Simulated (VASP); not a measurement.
Cr, 2 atoms in the cell. Symmetry: Cmcm, No. 63, orthorhombic system. The conventional cell has a = 2.294 Å, b = 4.934 Å, c = 4.064 Å, α = 90.00°, β = 90.00°, γ = 90.00°. Cr (site symmetry m2m) has 12 Cr at 2.29 to 2.72 Å within 3.0 Å. 

| Quantity | Value |
| --- | --- |
| Program | VASP 6.6.1 |
| Task | relaxation of cell and atoms |
| Functional | PBE |
| Dispersion | D3(BJ) |
| Potentials or basis | VASP PAW PBE potentials, release 64 (Cr_pv) |
| Cutoff | 600 eV |
| k mesh | 20 × 20 × 10 |
| Occupations | gaussian, width 0.1 eV |
| Spin | no spin polarisation |
| Dipole correction | no |
| Further INCAR settings | ALGO = Normal; EDIFF = 1e-07; IBRION = 2; EDIFFG = -0.005; NSW = 100; ISIF = 3 |

Potentials or basis: VASP PAW PBE potentials, release 64 (Cr_pv).

Run with:

```console
$ cat potpaw_PBE.64/Cr_pv/POTCAR > POTCAR
$ mpirun -np 1 vasp_std > vasp.out
```

Hardware: 1 thread of AMD EPYC 9R14 (Zen 4) (shared host).

Question: How long does it take, and how much memory?

Answer: It took 18 min on 1 thread of AMD EPYC 9R14 (Zen 4) (shared host), peak memory 0.36 GiB. Counts: scf iterations 85, k points 666, ion steps 10.
